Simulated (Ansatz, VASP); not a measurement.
## Two plane-wave programs on Pt8S15

```
CELL_PARAMETERS angstrom
3.58331 -6.20647 0.00000
3.58331 6.20647 0.00000
0.00000 0.00000 9.32455
ATOMIC_POSITIONS crystal
Pt 0.49999 0.99999 0.99861
Pt 0.50088 0.00177 0.50411
Pt 0.00000 0.00000 0.99795
Pt 0.00000 0.00000 0.50134
Pt 0.49999 0.50001 0.99861
Pt 0.50088 0.49912 0.50411
Pt 0.00001 0.50001 0.99861
Pt 0.99823 0.49912 0.50411
S 0.33795 0.16897 0.62685
S 0.83272 0.16728 0.12871
S 0.83103 0.16897 0.62685
S 0.33333 0.66667 0.12863
S 0.33333 0.66667 0.63245
S 0.83272 0.66543 0.12871
S 0.83103 0.66205 0.62685
S 0.33457 0.16728 0.12871
S 0.66667 0.33333 0.86920
S 0.16727 0.33453 0.37246
S 0.16736 0.33471 0.86919
S 0.66547 0.83273 0.37246
S 0.66529 0.83264 0.86919
S 0.16727 0.83273 0.37246
S 0.16736 0.83264 0.86919
```

Change from the starting cell: S vacancy after atom 16 has jumped, atoms relaxed.

Alike in both runs: functional PBE; dispersion D3(BJ); k mesh 6 × 6 × 4; occupations gaussian, width 0.1 eV; no spin polarisation.

Ansatz relaxed the structure, and its values are those at the end. VASP's run is a single point on that final structure, the one shown.

|  | VASP | Ansatz |
| --- | --- | --- |
| version | VASP 6.6.1 | Ansatz 0.2.0 |
| potentials or method | VASP PAW PBE potentials, release 64 (Pt, S), cutoff 520 eV | scalar-relativistic, plane waves, PAW |
| valence electrons in the cell | 170 | 234 |

Ansatz gave:

- gap on the k mesh at the Fermi level (eV): none
- pressure (GPa): -1.5
- rms of the force components (eV/Å): 0.003

Problem. What did VASP give for the same quantities?

Solution. gap on the k mesh at the Fermi level (eV): none; pressure (GPa): -1.9; rms of the force components (eV/Å): 0.019.

A gap of «none» marks a metal or a gap that the smearing closes. VASP's potentials hold 170 valence electrons a cell and Ansatz's 234, so a difference there can come from the potentials and not from the codes. Ansatz's warnings: stress scf threshold loose.

Neither program's run includes spin-orbit coupling.
